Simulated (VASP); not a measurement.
# MnO (Fm-3m) in VASP: settings compared

Aim: see how the results for MnO move with the level of theory and the settings. Levels: B3LYP5, PBE0, LDA, BLYP+D4. Tasks: single point.

All numbers are computed with VASP 6.6.1; they aren't measurements. Logs are shortened: lines on timing, memory, paths and dates and some standing lists are left out, and cuts for length are marked.

## Step 1: The cell of the first run

Symmetry: Fm-3m, No. 225, cubic system. Conventional cell: a = 4.388 Å, b = 4.388 Å, c = 4.388 Å, α = 90.00°, β = 90.00°, γ = 90.00°. Within 2.9 Å of Mn (site symmetry m-3m) lie 6 O at 2.19 Å. O (site symmetry m-3m) has 6 Mn at 2.19 Å within 2.9 Å.

## Step 2: Single point, B3LYP5, collinear spin, ferromagnetic start

POSCAR

```
MnO
1.0
    0.0000000000      2.1938512115      2.1938512115
    2.1938512115      0.0000000000      2.1938512115
    2.1938512115      2.1938512115      0.0000000000
Mn O
1 1
Direct
    0.0000000000      0.0000000000      0.0000000000
    0.5000000000      0.5000000000      0.5000000000
```

INCAR.step1

```
  ALGO = Normal
  EDIFF = 1E-5
  ENCUT = 520
  GGA = PE
  ISIF = 2
  ISMEAR = -1
  ISPIN = 2
  LASPH = True
  LCHARG = False
  LMAXMIX = 4
  LORBIT = 11
  LREAL = False
  LWAVE = True
  MAGMOM = 4 0
  NBANDS = 20
  NELM = 150
  PREC = Accurate
  SIGMA = 0.05
```

INCAR.step2

```
  AEXX = 0.2
  AGGAC = 0.81
  AGGAX = 0.72
  ALDAC = 0.19
  ALGO = Normal
  EDIFF = 1E-6
  ENCUT = 520
  GGA = B5
  ISIF = 2
  ISMEAR = -1
  ISPIN = 2
  ISTART = 1
  LASPH = True
  LCHARG = False
  LHFCALC = True
  LMAXMIX = 4
  LORBIT = 11
  LREAL = False
  LWAVE = False
  MAGMOM = 4 0
  NBANDS = 20
  NELM = 150
  PREC = Accurate
  PRECFOCK = Normal
  SIGMA = 0.05
```

KPOINTS

```
k-points
0
Gamma
  5 5 5
```

Potentials or basis: VASP PAW PBE potentials, release 64 (Mn_pv, O).

Launch:

```sh
$ cat potpaw_PBE.64/Mn_pv/POTCAR potpaw_PBE.64/O/POTCAR > POTCAR
$ cp INCAR.step1 INCAR
$ mpirun -np 1 vasp_std > vasp.out
$ cp INCAR.step2 INCAR
$ mpirun -np 1 vasp_std > vasp.out
```

OUTCAR:

```text
AEXX = 0.2
   EDIFF = 1E-6
   ENCUT = 520
   GGA = B5
   ISIF = 2
   ISMEAR = -1
   ISPIN = 2
   ISTART = 1
   LASPH = True
   LHFCALC = True
   LORBIT = 11
   LREAL = False
   NELM = 150
   PREC = Accurate
   PRECFOCK = Normal

 ion  position               nearest neighbor table
   1  0.000  0.000  0.000-   2 2.19   2 2.19   2 2.19   2 2.19   2 2.19   2 2.19
   2  0.500  0.500  0.500-   1 2.19   1 2.19   1 2.19   1 2.19   1 2.19   1 2.19

  LATTYP: Found a face centered cubic cell.
 ALAT       =     4.3877024230

  Lattice vectors:

 A1 = (   0.0000000000,   2.1938512115,   2.1938512115)
 A2 = (   2.1938512115,   0.0000000000,   2.1938512115)
 A3 = (   2.1938512115,   2.1938512115,   0.0000000000)

Analysis of symmetry for initial positions (statically):
=====================================================================
 Subroutine PRICEL returns:
 Original cell was already a primitive cell.

 Routine SETGRP: Setting up the symmetry group for a
 face centered cubic supercell.

 Subroutine GETGRP returns: Found 48 space group operations
 (whereof 48 operations were pure point group operations)
 out of a pool of 48 trial point group operations.

The static configuration has the point symmetry O_h .

Analysis of symmetry for dynamics (positions and initial velocities):
=====================================================================
 Subroutine PRICEL returns:
 Original cell was already a primitive cell.

 Routine SETGRP: Setting up the symmetry group for a
 face centered cubic supercell.

 Subroutine GETGRP returns: Found 48 space group operations
 (whereof 48 operations were pure point group operations)
 out of a pool of 48 trial point group operations.

The dynamic configuration has the point symmetry O_h .

Analysis of structural, dynamic, and magnetic symmetry:
=====================================================================
 Subroutine PRICEL returns:
 Original cell was already a primitive cell.

 Routine SETGRP: Setting up the symmetry group for a
 face centered cubic supercell.

 Subroutine GETGRP returns: Found 48 space group operations
 (whereof 48 operations were pure point group operations)
 out of a pool of 48 trial point group operations.

The overall configuration has the point symmetry O_h .

 Subroutine INISYM returns: Found 48 space group operations
 (whereof 48 operations are pure point group operations),
 and found     1 'primitive' translations

----------------------------------------------------------------------------------------

                                     Primitive cell

  volume of cell :      21.1179

  direct lattice vectors                    reciprocal lattice vectors
     0.000000000  2.193851212  2.193851212    -0.227909713  0.227909713  0.227909713
     2.193851212  0.000000000  2.193851212     0.227909713 -0.227909713  0.227909713
     2.193851212  2.193851212  0.000000000     0.227909713  0.227909713 -0.227909713

  length of vectors
     3.102574137  3.102574137  3.102574137     0.394751202  0.394751202  0.394751202

  position of ions in fractional coordinates (direct lattice)
     0.000000000  0.000000000  0.000000000
     0.500000000  0.500000000  0.500000000

  ion indices of the primitive-cell ions
   primitive index   ion index
                 1           1
                 2           2

----------------------------------------------------------------------------------------

 KPOINTS: k-points

Automatic generation of k-mesh.
 Grid dimensions read from file:
 generate k-points for:    5    5    5

 Generating k-lattice:

  Cartesian coordinates                     Fractional coordinates (reciprocal lattice)
    -0.045581943  0.045581943  0.045581943     0.200000000  0.000000000  0.000000000
     0.045581943 -0.045581943  0.045581943     0.000000000  0.200000000  0.000000000
     0.045581943  0.045581943 -0.045581943     0.000000000  0.000000000  0.200000000

  Length of vectors
     0.078950240  0.078950240  0.078950240

  Shift w.r.t. Gamma in fractional coordinates (k-lattice)
     0.000000000  0.000000000  0.000000000

 Subroutine IBZKPT returns following result:
 ===========================================

 Found     10 irreducible k-points:

 Following reciprocal coordinates:
            Coordinates               Weight
  0.000000  0.000000  0.000000      1.000000
  0.200000  0.000000  0.000000      8.000000
  0.400000  0.000000  0.000000      8.000000
  0.200000  0.200000  0.000000      6.000000
  0.400000  0.200000  0.000000     24.000000
 -0.400000  0.200000  0.000000     24.000000
 -0.200000  0.200000  0.000000     12.000000
  0.400000  0.400000  0.000000      6.000000
 -0.400000  0.400000  0.000000     12.000000
 -0.400000  0.400000  0.200000     24.000000
   k-points           NKPTS =     10   k-points in BZ     NKDIM =    125   number of bands    NBANDS=     20
   number of dos      NEDOS =    301   number of ions     NIONS =      2
   total plane-waves  NPLWV =  13824
   dimension x,y,z NGX =    24 NGY =   24 NGZ =   24
   dimension x,y,z NGXF=    48 NGYF=   48 NGZF=   48
   ions per type =               1   1
   NGX,Y,Z   is equivalent  to a cutoff of  12.86, 12.86, 12.86 a.u.
   NGXF,Y,Z  is equivalent  to a cutoff of  25.72, 25.72, 25.72 a.u.
 SYSTEM =  unknown system
   PREC   = accura    normal or accurate (medium, high low for compatibility)
   ISTART =      1    job   : 0-new  1-cont  2-samecut
   ICHARG =      0    charge: 1-file 2-atom 10-const
   ISPIN  =      2    spin polarized calculation?
   LNONCOLLINEAR =      F non collinear calculations
   LSORBIT =      F    spin-orbit coupling
   LASPH  =      T    aspherical Exc in radial PAW
   ENCUT  =  520.0 eV  38.22 Ry    6.18 a.u.   5.77  5.77  5.77*2*pi/ulx,y,z
   NELM   =    150;   NELMIN=  2; NELMDL=  0     # of ELM steps
   EDIFF  = 0.1E-05   stopping-criterion for ELM
   LREAL  =      F    real-space projection
   EDIFFG = 0.1E-04   stopping-criterion for IOM
   NSW    =      0    number of steps for IOM
   IBRION =     -1    ionic relax: 0-MD 1-quasi-New 2-CG
   NFREE  =      0    steps in history (QN), initial steepest desc. (CG)
   ISIF   =      2    stress and relaxation
   ISYM   =      3    0-nonsym 1-usesym 2-fastsym
   POTIM  = 0.5000    time-step for ionic-motion
   TEBEG  =    0.0;   TEEND  =   0.0 temperature during run
   PSTRESS=    0.0 pullay stress
   NELECT =      19.0000    total number of electrons
   NUPDOWN=      -1.0000    fix difference up-down
   EMIN   =  10.00;   EMAX   =-10.00  energy-range for DOS
   EFERMI =   0.00;   METHOD = LEGACY
   ISMEAR =    -1;   SIGMA  =   0.05  broadening in eV -4-tet -1-fermi 0-gaus
   EFERMI_NEDOS =   21; number of points for ismear=-14 and -15
   IALGO  =     38    algorithm
   IMIX   =      1    mixing-type and parameters
     AMIX     =   0.40;   BMIX     =  1.00
     AMIX_MAG =   1.60;   BMIX_MAG =  1.00
  volume/ion in A,a.u.               =      10.56        71.26
  Fermi-wavevector in a.u.,A,eV,Ry     =   1.580431  2.986581 33.984116  2.497762
  Thomas-Fermi vector in A             =   2.680660
   LORBIT       =     11    0 simple, 1 ext, 2 COOP (PROOUT), +10 PAW based schemes
   GGA     = B5    functional components
   LHFCALC =     T    Hartree Fock is set to
   PRECFOCK=normal    Normal, Fast or Accurate (Low or Medium for compatibility)
   ENCUT4O =  -1.0   cutoff for four orbital integrals eV
   NKREDX  =     1    reduce k-point grid by
   NKREDY  =     1    reduce k-point grid by
   NKREDZ  =     1    reduce k-point grid by
   AEXX    =    0.2000 exact exchange contribution
   HFSCREEN=    0.0000 screening length (either q_TF or 0.3 A-1)
   HFSCREENC=   0.0000 screening length for correlation (either q_TF or 0.3 A-1)
   ENCUTFOCK=  -1.0 apply spherical cutoff to Coloumb kernel
   IVDW    =     0    specifies the selected vdW correction
   LEPSILON=     F    determine dielectric tensor
   LRPA    =     F    only Hartree local field effects (RPA)
 spin polarized calculation
  energy-cutoff  :      520.00
  volume of cell :       21.12
 maximum number of plane-waves:       572
  NGX = 18; NGY = 18; NGZ = 18

 number of electron      19.0000002 magnetization       4.9977311

 Free energy of the ion-electron system (eV)
  ---------------------------------------------------
  ext. energy  EPLUGINS =         0.00000000
  ---------------------------------------------------
  free energy    TOTEN  =       -22.62121851 eV

  energy without entropy =      -22.62121851  energy(sigma->0) =      -22.62121851

 E-fermi :   7.8320     XC(G=0):  -9.5570

 val. band max:        6.8058655081   @ k =   0.4000   0.0000   0.0000
 cond. band min:       8.7958520362   @ k =   0.4000   0.4000   0.0000
 fundamental gap:      1.9899865281
 Fermi energy:         7.8319774093

 spin component 1

 k-point     1 :       0.0000    0.0000    0.0000
  band No.  band energies     occupation
      1     -45.9532      1.00000
      2     -45.9532      1.00000
      3     -45.9532      1.00000
      4     -14.6020      1.00000
      5       3.0487      1.00000
      6       3.0487      1.00000
[... 12 lines left out ...]
     19      30.2142      0.00000
[... 190 lines left out ...]
      3     -45.9770      1.00000
      4     -13.5132      1.00000
      5      -0.4442      1.00000
      6       0.5040      1.00000
[... 12 lines left out ...]
     19      36.6104      0.00000
     20      36.7437      0.00000
 Fermi energy:         7.8319774093

 spin component 2

 k-point     1 :       0.0000    0.0000    0.0000
  band No.  band energies     occupation
      1     -39.7465      1.00000
      2     -39.7465      1.00000
      3     -39.7465      1.00000
      4     -13.9772      1.00000
      5       3.9056      1.00000
      6       3.9056      1.00000
[... 12 lines left out ...]
     19      32.0905      0.00000
[... 191 lines left out ...]
      4     -12.8282      1.00000
      5       0.6233      1.00000
      6       1.7151      1.00000
[... 12 lines left out ...]
     19      37.1538      0.00000
     20      37.8707      0.00000

------------------------ aborting loop because EDIFF is reached ----------------------------------------

  FORCE on cell =-STRESS in cart. coord.  units (eV):
  Direction    XX          YY          ZZ          XY          YZ          ZX
  --------------------------------------------------------------------------------------
  -------------------------------------------------------------------------------------
  Total        1.8379115      1.8379115      1.8379115     -0.0000000      0.0000000     -0.0000000
  in kB      139.4388110    139.4388110    139.4388110     -0.0000000      0.0000000     -0.0000000
  external PRESSURE =     139.4388110 kB  Pullay stress =       0.0000000 kB

 VOLUME and BASIS-vectors are now :
 -----------------------------------------------------------------------------
  energy-cutoff  :      520.00
  volume of cell :       21.12
      direct lattice vectors                 reciprocal lattice vectors
     0.000000000  2.193851212  2.193851212    -0.227909713  0.227909713  0.227909713
     2.193851212  0.000000000  2.193851212     0.227909713 -0.227909713  0.227909713
     2.193851212  2.193851212  0.000000000     0.227909713  0.227909713 -0.227909713

 POSITION                                       TOTAL-FORCE (eV/Angst)
 -----------------------------------------------------------------------------------
      0.00000      0.00000      0.00000         0.000000     -0.000000     -0.000000
      2.19385      2.19385      2.19385        -0.000000      0.000000      0.000000
 -----------------------------------------------------------------------------------
    total drift:                               -0.000000      0.000000      0.000000

  FREE ENERGIE OF THE ION-ELECTRON SYSTEM (eV)
  ---------------------------------------------------
  free  energy   TOTEN  =       -22.6212185066 eV

  energy  without entropy=      -22.6212185061  energy(sigma->0) =      -22.62121851

 total charge

# of ion       s       p       d       tot
------------------------------------------
    1        0.206   6.192   4.998  11.396
    2        1.550   3.514   0.000   5.064
--------------------------------------------------
tot          1.756   9.706   4.998  16.460

 magnetization (x)

# of ion       s       p       d       tot
------------------------------------------
    1        0.020   0.013   4.513   4.546
    2        0.029   0.221   0.000   0.250
--------------------------------------------------
tot          0.049   0.234   4.513   4.797
```

Run time: 26 min. Hardware: 1 thread of AMD EPYC 7R13, shared host; peak memory 0.16 GiB.

Results:

```yaml
Free_energy: -22.6212 eV
Pressure: 13.9 GPa
Band_gap_on_the_k_mesh: 1.99 eV (least direct gap 4.12 eV)
Net_moment: 5.00 μB per cell
Site_moments: Mn +4.55; O +0.25 μB
Valence_electrons_inside_the_program's_atomic_spheres: Mn 11.40; O 5.06
```

Caveat: the k points lie up to 0.50 Å⁻¹ apart; the PAW data sets were made with another functional, which shifts forces and pressure a little; an odd mesh through Γ misses points on the zone boundary, where band edges can lie; a cell with one magnetic atom can't hold antiferromagnetic order, which such compounds often take.

[end of part 1 of 2]

The gap in the log of VASP goes by the Fermi energy; the results here count the filled bands.